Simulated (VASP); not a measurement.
A run of VASP 6.6.1:

INCAR

```
ALGO     = Normal         # electronic algorithm
EDIFF    = 1E-7           # SCF threshold, eV
ENCUT    = 520            # plane-wave cutoff, eV
GGA      = PS             # functional
ISIF     = 2              # what is computed and relaxed
ISMEAR   = 0              # smearing method
LASPH    = True           # aspherical terms in the spheres
LCHARG   = False          # write CHGCAR
LREAL    = False          # projectors in reciprocal space
LWAVE    = False          # write WAVECAR
NBANDS   = 26             # bands
NELM     = 100            # most SCF steps
PREC     = Accurate       # precision mode
SIGMA    = 0.01           # smearing width, eV
```

File KPOINTS:

```
k-points
0
Gamma
  8 8 6
```

Contents of POSCAR:

```
InGaP2
1.0
    3.9972746340      0.0000000000      0.0000000000
    0.0000000000      3.9972746340      0.0000000000
    0.0000000000      0.0000000000      5.6530000000
Ga P In
1 2 1
Direct
    0.0000000000      0.0000000000      0.0000000000
    0.5000000000      0.0000000000      0.2287716601
    0.0000000000      0.5000000000      0.7712283399
    0.5000000000      0.5000000000      0.5000000000
```

Potentials or basis: VASP PAW PBE potentials, release 64 (Ga_d, P, In_d).

The run is started by

```bash
$ cat potpaw_PBE.64/Ga_d/POTCAR potpaw_PBE.64/P/POTCAR potpaw_PBE.64/In_d/POTCAR > POTCAR
$ mpirun -np 1 vasp_std > vasp.out
```

Hardware: 1 thread of AMD EPYC 9R45 96-Core Processor (Zen 5) (shared host).

**Question.** How long does it take, and how much memory?

**Answer.** Run time: 66 s on 1 thread of AMD EPYC 9R45 96-Core Processor (Zen 5), with other jobs on the host, peak memory 0.25 GiB. Counts: scf iterations 15, k points 60.
